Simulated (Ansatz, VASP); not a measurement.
# TiAl3: VASP beside Ansatz

```
Ti Al
1.0
     3.97955    0.00000    0.00000
     0.00000    3.97955    0.00000
     0.00000    0.00000    3.97955
Ti Al
1 3
Direct
  0.00000 0.00000 0.00000
  0.50000 0.50000 0.00000
  0.50000 0.00000 0.50000
  0.00000 0.50000 0.50000
```

Alike in both runs: functional PBE; k mesh 10 × 10 × 10; occupations gaussian, width 0.1 eV; no spin polarisation.

Ansatz relaxed the structure, and its values are those at the end. VASP's run is a single point on that final structure, the one shown.

```csv
,VASP,Ansatz
version,VASP 6.6.1,Ansatz 0.2.0
potentials or method,"VASP PAW PBE potentials, release 64 (Ti_sv, Al), cutoff 520 eV","scalar-relativistic, plane waves, PAW"
valence electrons in the cell,21,21
```

Ansatz gave:

- gap on the k mesh at the Fermi level (eV): none
- pressure (GPa): 0.0

Q: What did VASP give for the same quantities?

A: gap on the k mesh at the Fermi level (eV): none; pressure (GPa): -0.1.

A gap of «none» marks a metal or a gap that the smearing closes.
